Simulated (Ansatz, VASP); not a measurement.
# Two plane-wave programs on Rh

```
Rh
1.0
     2.47981    0.00000    0.00000
     0.00000    2.47981    0.00000
     0.00000    0.00000    2.47981
Rh
1
Direct
  0.00000 0.00000 0.00000
```

Alike in both runs: functional LDA; k mesh 17 × 17 × 17; occupations fermi-dirac, width 0.08 eV; no spin polarisation.

Ansatz relaxed the structure, and its values are those at the end. VASP's run is a single point on that final structure, the one shown.

|  | VASP | Ansatz |
| --- | --- | --- |
| version | VASP 6.6.1 | Ansatz 0.2.0 |
| potentials or method | VASP PAW LDA potentials, release 64 (Rh_pv) | PAW with Ansatz's default frozen-core files, scalar-relativistic |
| plane-wave cutoff (eV) | 520 | 420 |
| valence electrons in the cell | 15 | 17 |

```csv
,VASP,Ansatz,Ansatz less VASP
pressure (GPa),0.8,0.0,-0.74
```

LDA's correlation is that of Perdew and Zunger in VASP and of Perdew and Wang (1992) in Ansatz. VASP's potentials hold 15 valence electrons a cell and Ansatz's 17, so a difference there can come from the potentials and not from the codes.
